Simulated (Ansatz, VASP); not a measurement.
# Two plane-wave programs on Ge

```
Ge
1.0
     0.00000    2.83687    2.83687
     2.83687    0.00000    2.83687
     2.83687    2.83687    0.00000
Ge
2
Cartesian
  0.0000 0.0000 0.0000
  1.4184 1.4184 1.4184
```

Alike in both runs: task single point; functional PBE-based screened hybrid with a share of 0.4 of exact exchange and HFSCREEN = 0.3; k mesh 4 × 4 × 4; occupations fermi-dirac, width 0.02 eV; no spin polarisation.

|  | VASP | Ansatz |
| --- | --- | --- |
| version | VASP 6.6.1 | Ansatz 0.2.0 |
| potentials or method | VASP PAW PBE potentials, release 64 (Ge_d) | plane waves |
| plane-wave cutoff (eV) | 520 | 420 |
| valence electrons in the cell | 28 | 28 |

|  | VASP | Ansatz | Ansatz less VASP |
| --- | --- | --- | --- |
| gap on the k mesh at the Fermi level (eV) | 1.04 | 1.03 | -0.007 |
| pressure (GPa) | -0.3 | -0.3 | +0.03 |

VASP's potentials were made for PBE, not for PBE-based screened hybrid. Ansatz's warnings: stress exchange threshold loose, stress scf threshold loose.

The k mesh is coarse, so the values compare programs but aren't converged.
